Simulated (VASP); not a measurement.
Write the native input for VASP 6.6.1 that does the following.

```
Task                   : relaxation of shape and atoms at fixed volume
Functional             : PBE
Dispersion             : D4
Potentials or basis    : VASP PAW PBE potentials, release 64 (Zr_sv, B)
Cutoff                 : 600 eV
k mesh                 : 8 × 8 × 8
Occupations            : gaussian, width 0.05 eV
Spin                   : no spin polarisation
Dipole correction      : no
Further INCAR settings : ALGO = Normal; EDIFF = 1e-06; IBRION = 2; EDIFFG = -0.01; NSW = 60; ISIF = 4
```

The structure of ZrB2 lies in POSCAR:

```
ZrB2
1.0
    3.1756063073      0.0000000000      0.0000000000
   -1.5878031536      2.7501557346      0.0000000000
    0.0000000000      0.0000000000      3.5151557163
Zr B
1 2
Direct
    0.0000000000      0.0000000000      0.0000000000
    0.3333333333      0.6666666667      0.5000000000
    0.6666666667      0.3333333333      0.5000000000
```

One way to write it, as run:

INCAR

```
ALGO = Normal ; EDIFF = 1E-6
EDIFFG = -0.01 ; ENCUT = 600
GGA = PE ; IBRION = 2
ISIF = 4 ; ISMEAR = 0
IVDW = 13 ; LASPH = T
LCHARG = F ; LREAL = F
LWAVE = F ; NELM = 80
NSW = 60 ; PREC = Accurate
SIGMA = 0.05
```

KPOINTS

```
k-points
0
Gamma
  8 8 8
```

Potentials or basis: VASP PAW PBE potentials, release 64 (Zr_sv, B).

Launch:

```console
$ cat potpaw_PBE.64/Zr_sv/POTCAR potpaw_PBE.64/B/POTCAR > POTCAR
$ mpirun -np 1 vasp_std > vasp.out
```

Results of the run:

| Item | Value |
| --- | --- |
| Energy gained by relaxing | 0.0 meV/atom |
| Ionic steps | 2 |
| Pressure after relaxing | -4.6 GPa |
| Band gap on the k mesh | zero (bands 9 and 10 overlap by 0.57 eV) |
| Dispersion energy per atom | -0.315 eV |

Run time: 66 s on 1 thread of Intel Xeon 8259CL (shared host), peak memory 0.17 GiB.
